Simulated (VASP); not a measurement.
# BaTiO3 (R3m) in VASP: a series of runs

BaTiO3 is run at these levels: r2SCAN; tasks: single point.

Everything below comes from runs of VASP 6.6.1. Logs are shortened: lines on timing, memory, paths and dates and some standing lists are left out, and cuts for length are marked.

**1. The cell of the first run**

The structure is trigonal, space group R3m (No. 160). Conventional cell: a = 5.655 Å, b = 5.655 Å, c = 6.953 Å, α = 90.00°, β = 90.00°, γ = 120.00°. Within 3.7 Å of Ba (site symmetry 3m) lie 12 O at 2.79 to 2.88 Å and 8 Ti at 3.38 to 3.57 Å. Within 2.5 Å of Ti (site symmetry 3m) lie 6 O at 1.88 to 2.14 Å. Within 2.5 Å of O (site symmetry m) lie 2 Ti at 1.88 to 2.14 Å.

**2. Single point, r2SCAN**

POSCAR

```
BaTiO3
1.0
    2.8276681575      1.6325549719      2.3177316080
   -2.8276681575      1.6325549719      2.3177316080
    0.0000000000     -3.2651099438      2.3177316080
Ba Ti O
1 1 3
Direct
    0.0000000000      0.0000000000      0.0000000000
    0.5140000000      0.5140000000      0.5140000000
    0.4916000000      0.4916000000      0.9815000000
    0.4916000000      0.9815000000      0.4916000000
    0.9815000000      0.4916000000      0.4916000000
```

INCAR.step1

```
SYSTEM = BaTiO3
  ALGO = Normal
  EDIFF = 1E-4
  ENCUT = 520
  GGA = PE
  ISMEAR = 1
  LASPH = .True.
  LCHARG = .False.
  LREAL = .False.
  LWAVE = .True.
  NBANDS = 28
  NELM = 60
  PREC = Accurate
  SIGMA = 0.29
```

INCAR.step2

```
SYSTEM = BaTiO3
  ALGO = Normal
  EDIFF = 1E-7
  ENCUT = 520
  ISIF = 2
  ISMEAR = 1
  ISTART = 1
  LASPH = .True.
  LCHARG = .False.
  LMIXTAU = .True.
  LREAL = .False.
  LWAVE = .False.
  METAGGA = R2SCAN
  NBANDS = 28
  NELM = 60
  PREC = Accurate
  SIGMA = 0.29
```

KPOINTS

```
k-points
0
Gamma
  6 6 6
  0 0 0
```

Potentials or basis: VASP PAW PBE potentials, release 64 (Ba_sv, Ti_sv, O).

Command:

```bash
$ cat potpaw_PBE.64/Ba_sv/POTCAR potpaw_PBE.64/Ti_sv/POTCAR potpaw_PBE.64/O/POTCAR > POTCAR
$ cp INCAR.step1 INCAR
$ mpirun -np 1 vasp_std > vasp.out
$ cp INCAR.step2 INCAR
$ mpirun -np 1 vasp_std > vasp.out
```

OUTCAR:

```text
SYSTEM = BaTiO3
   EDIFF = 1E-7
   ENCUT = 520
   ISIF = 2
   ISMEAR = 1
   ISTART = 1
   LASPH = .True.
   LREAL = .False.
   METAGGA = R2SCAN
   NELM = 60
   PREC = Accurate

 ion  position               nearest neighbor table
   1  0.000  0.000  0.000-   3 2.79   4 2.79   5 2.79   5 2.83   4 2.83   4 2.83   5 2.83   3 2.83
                             3 2.83   3 2.88   4 2.88   5 2.88   2 3.38   2 3.43   2 3.43   2 3.43
   2  0.514  0.514  0.514-   3 1.88   4 1.88   5 1.88   3 2.14   4 2.14   5 2.14   1 3.38   1 3.43
                             1 3.43   1 3.43   1 3.50   1 3.50   1 3.50   1 3.57
   3  0.492  0.492  0.981-   2 1.88   2 2.14   1 2.79   1 2.83   1 2.83   1 2.88
   4  0.492  0.981  0.492-   2 1.88   2 2.14   1 2.79   1 2.83   1 2.83   1 2.88
   5  0.981  0.492  0.492-   2 1.88   2 2.14   1 2.79   1 2.83   1 2.83   1 2.88

  LATTYP: Found a trigonal (rhomboedric) cell.
 ALAT       =     4.0041007420
 COS(alpha) =     0.0025827226

  Lattice vectors:

 A1 = (   2.8276681575,   1.6325549719,   2.3177316080)
 A2 = (  -2.8276681575,   1.6325549719,   2.3177316080)
 A3 = (   0.0000000000,  -3.2651099438,   2.3177316080)

Analysis of symmetry for initial positions (statically):
=====================================================================
 Subroutine PRICEL returns:
 Original cell was already a primitive cell.

 Routine SETGRP: Setting up the symmetry group for a
 trigonal (rhombohedral) supercell.

 Subroutine GETGRP returns: Found  6 space group operations
 (whereof  6 operations were pure point group operations)
 out of a pool of 12 trial point group operations.

The static configuration has the point symmetry C_3v.

Analysis of symmetry for dynamics (positions and initial velocities):
=====================================================================
 Subroutine PRICEL returns:
 Original cell was already a primitive cell.

 Routine SETGRP: Setting up the symmetry group for a
 trigonal (rhombohedral) supercell.

 Subroutine GETGRP returns: Found  6 space group operations
 (whereof  6 operations were pure point group operations)
 out of a pool of 12 trial point group operations.

The dynamic configuration has the point symmetry C_3v.

 Subroutine INISYM returns: Found  6 space group operations
 (whereof  6 operations are pure point group operations),
 and found     1 'primitive' translations

----------------------------------------------------------------------------------------
[... 101 lines left out ...]
   EDIFFG = 0.1E-05   stopping-criterion for IOM
   NSW    =      0    number of steps for IOM
   IBRION =     -1    ionic relax: 0-MD 1-quasi-New 2-CG
   NFREE  =      0    steps in history (QN), initial steepest desc. (CG)
   ISIF   =      2    stress and relaxation
   ISYM   =      2    0-nonsym 1-usesym 2-fastsym
   POTIM  = 0.5000    time-step for ionic-motion
   TEBEG  =    0.0;   TEEND  =   0.0 temperature during run
   PSTRESS=    0.0 pullay stress
   NELECT =      40.0000    total number of electrons
   NUPDOWN=      -1.0000    fix difference up-down
   EMIN   =  10.00;   EMAX   =-10.00  energy-range for DOS
   EFERMI =   0.00;   METHOD = LEGACY
   ISMEAR =     1;   SIGMA  =   0.29  broadening in eV -4-tet -1-fermi 0-gaus
   EFERMI_NEDOS =   21; number of points for ismear=-14 and -15
   IALGO  =     38    algorithm
   IMIX   =      4    mixing-type and parameters
     AMIX     =   0.40;   BMIX     =  1.00
     AMIX_MAG =   1.60;   BMIX_MAG =  1.00
  volume/ion in A,a.u.               =      12.84        86.64
  Fermi-wavevector in a.u.,A,eV,Ry     =   1.398271  2.642349 26.601582  1.955161
  Thomas-Fermi vector in A             =   2.521445
   LORBIT       =      0    0 simple, 1 ext, 2 COOP (PROOUT), +10 PAW based schemes
   METAGGA = R2SCAN    functional components
   LHFCALC =     F    Hartree Fock is set to
   AEXX    =    0.0000 exact exchange contribution
   IVDW    =     0    specifies the selected vdW correction
   LEPSILON=     F    determine dielectric tensor
   LRPA    =     F    only Hartree local field effects (RPA)
 non-spin polarized calculation
 Methfessel and Paxton  Order N= 1 SIGMA  =   0.29
  energy-cutoff  :      520.00
  volume of cell :       64.20
 maximum number of plane-waves:      1750
 NGX is ok and might be reduce to    30
   NGX = 15   NGY = 15   NGZ = 15

 number of electron      40.0000004 magnetization

 Free energy of the ion-electron system (eV)
  ---------------------------------------------------
  ext. energy  EPLUGINS =         0.00000000
  ---------------------------------------------------
  free energy    TOTEN  =       -74.24830186 eV

  energy without entropy =      -74.26539364  energy(sigma->0) =      -74.25399912

 E-fermi :   3.5143     XC(G=0): -11.8941

 val. band max:        3.4642984594   @ k =   0.5000   0.5000   0.5000
 cond. band min:       6.2123453681   @ k =   0.0000   0.0000   0.0000
 fundamental gap:      2.7480469087
 Fermi energy:         3.5143109589

 k-point     1 :       0.0000    0.0000    0.0000
  band No.  band energies     occupation
      1     -55.0548      2.00000
      2     -30.2573      2.00000
      3     -30.2573      2.00000
      4     -30.2553      2.00000
      5     -21.9997      2.00000
      6     -14.3323      2.00000
[... 733 lines left out ...]
     27      12.2758      0.00000
     28      12.7977      0.00000

 [... further k-points ...]

------------------------ aborting loop because EDIFF is reached ----------------------------------------

  FORCE on cell =-STRESS in cart. coord.  units (eV):
  Direction    XX          YY          ZZ          XY          YZ          ZX
  --------------------------------------------------------------------------------------
  -------------------------------------------------------------------------------------
  Total        1.5872655      1.5872655      1.4771943     -0.0000000      0.0000000      0.0000000
  in kB       39.6140747     39.6140747     36.8669793     -0.0000000      0.0000000      0.0000000
  external PRESSURE =      38.6983763 kB  Pullay stress =       0.0000000 kB

 VOLUME and BASIS-vectors are now :
 -----------------------------------------------------------------------------
  energy-cutoff  :      520.00
  volume of cell :       64.20
      direct lattice vectors                 reciprocal lattice vectors
     2.827668157  1.632554972  2.317731608     0.176824143  0.102089467  0.143818780
    -2.827668157  1.632554972  2.317731608    -0.176824143  0.102089467  0.143818780
     0.000000000 -3.265109944  2.317731608     0.000000000 -0.204178934  0.143818780

 POSITION                                       TOTAL-FORCE (eV/Angst)
 -----------------------------------------------------------------------------------
      0.00000      0.00000      0.00000        -0.000000     -0.000000      0.073087
      0.00000      0.00000      3.57394        -0.000000     -0.000000     -0.176025
      0.00000     -1.59958      4.55365        -0.000000     -0.176909      0.034313
     -1.38527      0.79979      4.55365        -0.153208      0.088454      0.034313
      1.38527      0.79979      4.55365         0.153208      0.088454      0.034313
 -----------------------------------------------------------------------------------
    total drift:                               -0.000000      0.000004      0.002132

  FREE ENERGIE OF THE ION-ELECTRON SYSTEM (eV)
  ---------------------------------------------------
  free  energy   TOTEN  =       -74.2483018559 eV

  energy  without entropy=      -74.2653936357  energy(sigma->0) =      -74.25399912
```

OUTCAR.step1:

```text
SYSTEM = BaTiO3
   EDIFF = 1E-4
   ENCUT = 520
   GGA = PE
   ISMEAR = 1
[... 980 lines left out ...]
      0.00000      0.00000      3.57394         0.000000      0.000000     -0.131844
      0.00000     -1.59958      4.55365         0.000000     -0.211262      0.019428
     -1.38527      0.79979      4.55365        -0.182959      0.105631      0.019428
      1.38527      0.79979      4.55365         0.182959      0.105631      0.019428
 -----------------------------------------------------------------------------------
    total drift:                               -0.000000      0.000004     -0.001709

  FREE ENERGIE OF THE ION-ELECTRON SYSTEM (eV)
  ---------------------------------------------------
  free  energy   TOTEN  =       -39.9842631998 eV

  energy  without entropy=      -40.0016175953  energy(sigma->0) =      -39.99004800
```

Run time: 2.9 min. Hardware: 1 thread of Intel Xeon Platinum 8259CL at 2.50GHz (Skylake/Cascade Lake), shared host; peak memory 0.2 GiB.

Results:

- Free energy: -74.2483 eV
- Pressure: 3.9 GPa
- Largest force: 0.180 eV/Å
- Band gap on the k mesh: 2.75 eV (least direct gap 3.14 eV)

Forces in eV/Å, atoms in the order of the input:
```
Ba   0.000  0.000  0.073
Ti   0.000  0.000 -0.176
O    0.000 -0.177  0.034
O   -0.153  0.088  0.034
O    0.153  0.088  0.034
```

Stress tensor (GPa, compression positive):
```
3.96 0.00 0.00
0.00 3.96 0.00
0.00 0.00 3.69
```

Caveat: the cell stands under pressure; the PAW data sets were made with another functional, which shifts forces and pressure a little; spin-orbit coupling is left out, which moves the levels of the heavy elements.

**3. Single point, r2SCAN**

POSCAR is that of step 2.

INCAR.step1

```
PREC = Accurate
ENCUT = 520
ISMEAR = 1
SIGMA = 0.38
LREAL = F
LASPH = T
NELM = 60
NBANDS = 28
GGA = PE
ALGO = Normal
EDIFF = 1E-4
LWAVE = T
LCHARG = F
```

INCAR.step2

```
PREC = Accurate
ENCUT = 520
EDIFF = 1E-7
ISMEAR = 1
SIGMA = 0.38
LREAL = F
LASPH = T
NELM = 60
ALGO = Normal
ISIF = 2
LWAVE = F
LCHARG = F
METAGGA = R2SCAN
LMIXTAU = T
NBANDS = 28
ISTART = 1
```

KPOINTS

```
Automatic mesh
0
Gamma
  6 6 6
```

Potentials or basis: VASP PAW PBE potentials, release 64 (Ba_sv, Ti_sv, O).

Command:

```bash
$ cat potpaw_PBE.64/Ba_sv/POTCAR potpaw_PBE.64/Ti_sv/POTCAR potpaw_PBE.64/O/POTCAR > POTCAR
$ cp INCAR.step1 INCAR
$ mpirun -np 1 vasp_std > vasp.out
$ cp INCAR.step2 INCAR
$ mpirun -np 1 vasp_std > vasp.out
```

Run time: 2.9 min. Hardware: 1 thread of Intel Xeon Platinum 8259CL at 2.50GHz (Skylake/Cascade Lake), shared host; peak memory 0.21 GiB.

It converged, with:

```yaml
Free_energy: -74.2420 eV
Pressure: 3.9 GPa
Largest_force: 0.179 eV/Å
Band_gap_on_the_k_mesh: 2.75 eV (least direct gap 3.15 eV)
```

Forces on the atoms (eV/Å):
```
Ba   0.000  0.000  0.071
Ti   0.000  0.000 -0.172
O    0.000 -0.176  0.033
O   -0.152  0.088  0.033
O    0.152  0.088  0.033
```

Stress tensor (GPa, compression positive):
```
3.97 0.00 0.00
0.00 3.97 0.00
0.00 0.00 3.69
```

Levels at points of the mesh, in eV from the valence-band top:
| k point | band 16 | band 17 | band 18 | band 19 | band 20 | band 21 | band 22 | band 23 | band 24 | band 25 |
| --- | --- | --- | --- | --- | --- | --- | --- | --- | --- | --- |
| (0.00, 0.00, 0.00) | -1.32 | -1.10 | -0.51 | -0.40 | -0.40 | 2.75 | 2.75 | 2.87 | 4.78 | 4.78 |
| (0.50, 0.00, 0.00) | -2.10 | -1.68 | -1.62 | -0.96 | -0.87 | 2.91 | 4.17 | 4.25 | 4.74 | 6.58 |
| (0.50, 0.50, 0.00) | -2.70 | -1.68 | -0.90 | -0.86 | -0.09 | 4.23 | 4.24 | 4.60 | 5.42 | 8.31 |
| (0.50, 0.50, 0.50) | -2.41 | -2.37 | -0.02 | -0.02 | 0.00 | 4.74 | 4.88 | 4.88 | 7.28 | 7.28 |

Caveat: the cell stands under pressure; the PAW data sets were made with another functional, which shifts forces and pressure a little; spin-orbit coupling is left out, which moves the levels of the heavy elements.

(Continued in part 2 of 2.)
